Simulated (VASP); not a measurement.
**Ga2P: relaxation of cell and atoms with PBE**

Crystal: Ga2P.

```
CELL_PARAMETERS angstrom
3.75862 0.00000 0.00000
0.00000 3.75862 0.00000
0.00000 0.00000 3.80061
ATOMIC_POSITIONS crystal
Ga 0.50000 0.00000 0.74132
Ga 0.00000 0.50000 0.25868
P 0.00000 0.00000 0.00000
```

The cell was generated, and may not be a known phase.

```
Program                : VASP 6.6.1
Task                   : relaxation of cell and atoms
Functional             : PBE
Potentials or basis    : VASP PAW PBE potentials, release 64 (Ga_d, P)
Cutoff                 : 600 eV
k mesh                 : 4 × 4 × 4
Occupations            : gaussian, width 0.1 eV
Spin                   : no spin polarisation
Dipole correction      : no
Further INCAR settings : ALGO = Normal; EDIFF = 1e-06; IBRION = 2; EDIFFG = -0.04; NSW = 90; ISIF = 3
```

```yaml
Relaxed_volume: 20.33 Å³/atom
Relaxed_cell: a = 3.763 Å, b = 3.763 Å, c = 4.308 Å, α = 90.00°, β = 90.00°, γ = 90.00°
Space_group_after_relaxing_to_0.1_Å: P-4m2 (No. 115)
Energy_gained_by_relaxing: 676.4 meV/atom
Ionic_steps: 11
Pressure_after_relaxing: 0.0 GPa
Largest_force_after_relaxing: 0.018 eV/Å
Band_gap_on_the_k_mesh: zero (an odd number of electrons rules out a gap without spin polarisation)
```

Forces in eV/Å, atoms in the order of the input:
```
Ga   0.000  0.000 -0.018
Ga   0.000  0.000  0.018
P    0.000  0.000  0.000
```

Stress tensor (GPa, compression positive):
```
 0.01  0.00  0.00
 0.00  0.01  0.00
 0.00  0.00 -0.11
```

The path:
| step | energy change (eV) | largest force (eV/Å) | pressure (GPa) | volume (Å³) |
| --- | --- | --- | --- | --- |
| 1 | 0.0000 | 3.8397 | 24.15 | 53.69 |
| 2 | -1.4678 | 0.4233 | -4.22 | 77.49 |
| 3 | -1.5271 | 0.9385 | -1.40 | 71.58 |
| 4 | -1.5284 | 0.8807 | -1.68 | 72.15 |
| 5 | -1.6713 | 0.7823 | -2.05 | 70.47 |
| 6 | -1.9821 | 0.0863 | -2.75 | 65.34 |
| 7 | -1.9960 | 0.3083 | -2.27 | 62.92 |
| 8 | -2.0039 | 0.1314 | -2.49 | 63.98 |
| 9 | -2.0074 | 0.1001 | 2.69 | 58.34 |
| 10 | -2.0281 | 0.0139 | -0.01 | 60.95 |
| 11 | -2.0292 | 0.0175 | -0.03 | 61.00 |

Final structure:
```yaml
crystal:
  lattice:
    - [3.76305, 0.00000, 0.00000]
    - [0.00000, 3.76305, 0.00000]
    - [0.00000, 0.00000, 4.30804]
  atoms:
    - { symbol: Ga, position: [0.50000, 0.00000, 0.64791] }
    - { symbol: Ga, position: [0.00000, 0.50000, 0.35209] }
    - { symbol: P, position: [0.00000, 0.00000, 0.00000] }
```

Levels at points of the mesh, in eV from the Fermi level:
```tsv
k point	band 12	band 13	band 14	band 15	band 16	band 17	band 18	band 19
(0.00, 0.00, 0.00)	-4.70	-4.56	-2.06	-2.06	1.14	2.48	5.05	5.05
(0.50, 0.00, 0.00)	-7.42	-3.26	-2.28	-1.20	-0.45	1.77	3.43	3.60
(0.50, 0.50, 0.00)	-6.18	-6.18	-2.47	-1.88	1.00	1.00	1.11	3.64
(0.00, 0.00, 0.50)	-8.88	-1.06	-1.06	0.93	1.05	1.56	1.56	2.57
(0.50, 0.00, 0.50)	-6.85	-6.27	-4.27	-0.65	2.32	3.29	4.11	4.38
(0.50, 0.50, 0.50)	-5.41	-5.41	-4.85	-2.34	-2.34	-1.40	1.34	7.14
```

Run time: 70 s on 1 thread of Intel(R) Xeon(R) 6975P-C (Granite Rapids), on a shared host, peak memory 0.18 GiB.

Caveat: the k points lie up to 0.42 Å⁻¹ apart in the final cell, too coarse for converged energies and pressures of a metal.
